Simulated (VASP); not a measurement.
Here is a VASP 6.6.1 calculation.

File INCAR:

```
ALGO = Normal
EDIFF = 1E-7
ENCUT = 520
GGA = PE
ISIF = 2
ISMEAR = 0
LASPH = True
LCHARG = False
LREAL = Auto
LWAVE = False
NBANDS = 128
NELM = 80
PREC = Accurate
SIGMA = 0.15
```

KPOINTS

```
k-points
0
Gamma
  3 3 1
```

File POSCAR:

```
W12C13
1.0
    5.6929600000      0.0000000000      0.0000000000
   -2.8464800000      4.9302480000      0.0000000000
    0.0000000000      0.0000000000     18.9885500000
W C
12 13
Direct
    0.0000000000      0.0000000000      0.0526633155
    0.0000006085      0.0000012170      0.2044412554
   -0.0000047718     -0.0000056792      0.3680316823
    0.0000000000      0.5000000000      0.0526633155
   -0.0004013185      0.4998002129      0.2027503417
    0.0027636923      0.5013755900      0.3527606373
    0.5000000000      0.0000000000      0.0526633155
    0.5001990030      0.0003983572      0.2027509736
    0.4985982323     -0.0028010761      0.3527619539
    0.5000000000      0.5000000000      0.0526633155
    0.5001992750      0.4998006185      0.2027503943
    0.4986009872      0.5013766042      0.3527613220
    0.3333333333      0.1666666667      0.1262714109
    0.3285842467      0.1642860562      0.2775696407
    0.3683159495      0.1841519940      0.4288369570
    0.3333333333      0.6666666667      0.1262714109
    0.3333258253      0.6666607846      0.2747859105
    0.3333049377      0.6666295489      0.4139954341
    0.8333333333      0.1666666667      0.1262714109
    0.8356934032      0.1642811883      0.2775687454
    0.8158108224      0.1841465176      0.4288365884
    0.8333333333      0.6666666667      0.1262714109
    0.8356985181      0.6714047650      0.2775698513
    0.8158062901      0.6316108236      0.4288353771
    0.6666370468      0.3332923618      0.4454834624
```

Potentials or basis: VASP PAW PBE potentials, release 64 (W_sv, C).

Launch:

```console
$ cat potpaw_PBE.64/W_sv/POTCAR potpaw_PBE.64/C/POTCAR > POTCAR
$ mpirun -np 1 vasp_std > vasp.out
```

(1) Predict the band gap on the k mesh.

(2) Predict the largest force.

Results:

(1) zero (bands 110 and 111 overlap by 0.81 eV).

(2) 0.564 eV/Å.

Caveat: the k points lie up to 0.42 Å⁻¹ apart, too coarse for converged energies and pressures of a metal; spin-orbit coupling is left out, which moves the levels of the heavy elements.
